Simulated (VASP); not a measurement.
Set up this calculation in VASP 6.6.1, as the native input.

- Task: single point
- Functional: PBE
- Dispersion: D3(BJ)
- Potentials or basis: VASP PAW PBE potentials, release 64 (Mo_sv, S)
- Cutoff: 520 eV
- k mesh: 14 × 14 × 3
- Occupations: gaussian, width 0.15 eV
- Spin: no spin polarisation
- Dipole correction: no
- Further INCAR settings: ALGO = Fast; EDIFF = 1e-06; NBANDS = 49

The structure of MoS2 lies in POSCAR:

```
MoS2
1.0
   -1.5671157456     -2.7143240927      0.0000000000
    1.5671157456     -2.7143240927      0.0000000000
    0.0000000000     -4.0714861391     18.5649660373
Mo S
3 6
Direct
    0.3985538641      0.3985538641      0.8019281811
    0.2130344832      0.2130344832      0.1603984668
    0.3057941737      0.3057941737      0.4811633240
    0.5743864107      0.5743864107      0.5674847857
   -0.3328538988     -0.3328538988      0.8882496429
    0.4816267203      0.4816267203      0.2467199285
    0.9444422462      0.9444422462      0.0740770051
    0.0372019366      0.0372019366      0.3948418623
    0.1299616271      0.1299616271      0.7156067194
```

This cell differs from its parent crystal: the part above a cut slid along it.

One way to write it, as run:

INCAR

```
  ALGO = Fast
  EDIFF = 1E-6
  ENCUT = 520
  GGA = PE
  ISIF = 2
  ISMEAR = 0
  IVDW = 12
  LASPH = T
  LCHARG = T
  LELF = T
  LREAL = F
  LVHAR = T
  LWAVE = F
  NBANDS = 49
  NELM = 60
  PREC = Accurate
  SIGMA = 0.15
```

KPOINTS

```
k-points
0
Gamma
  14 14 3
```

Potentials or basis: VASP PAW PBE potentials, release 64 (Mo_sv, S).

The run is started by

```console
$ cat potpaw_PBE.64/Mo_sv/POTCAR potpaw_PBE.64/S/POTCAR > POTCAR
$ mpirun -np 1 vasp_std > vasp.out
```

Results of the run:

The pressure is -0.2 GPa and the largest force is 0.101 eV/Å. The band gap on the k mesh is zero (bands 39 and 40 overlap by 0.46 eV) and the dispersion energy per atom is -0.434 eV.

Caveat: the cell differs from its parent crystal (the part above a cut slid along it).

Wall time 40 min on 1 thread of Oxide Virtual Turin-like Processor, with other jobs on the host, peak memory 0.89 GiB.
